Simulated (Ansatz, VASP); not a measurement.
# One calculation of NbRu3C, two programs

```xyz
5
Lattice="3.9822 0.0000 0.0000 0.0000 3.9822 0.0000 0.0000 0.0000 3.9822" Properties=species:S:1:pos:R:3 pbc="T T T"
Ru    1.9911    1.9911    0.0000
Ru    1.9911    0.0000    1.9911
Ru    0.0000    1.9911    1.9911
Nb    0.0000    0.0000    0.0000
C     1.9911    1.9911    1.9911
```

Alike in both runs: task single point; functional PBE; k mesh 7 × 7 × 7; occupations fermi-dirac, width 0.05 eV; no spin polarisation.

|  | VASP | Ansatz |
| --- | --- | --- |
| version | VASP 6.6.1 | Ansatz 0.2.0 |
| potentials or method | VASP PAW PBE potentials, release 64 (Ru_pv, Nb_sv, C) | Ansatz PAW |
| plane-wave cutoff (eV) | 520 | 420 |
| valence electrons in the cell | 59 | 65 |

```csv
,VASP,Ansatz,Ansatz less VASP
gap on the k mesh at the Fermi level (eV),none,none,-
pressure (GPa),15.7,15.7,+0.03
```

A gap of «none» marks a metal or a gap that the smearing closes. VASP's potentials hold 59 valence electrons a cell and Ansatz's 65, so a difference there can come from the potentials and not from the codes.
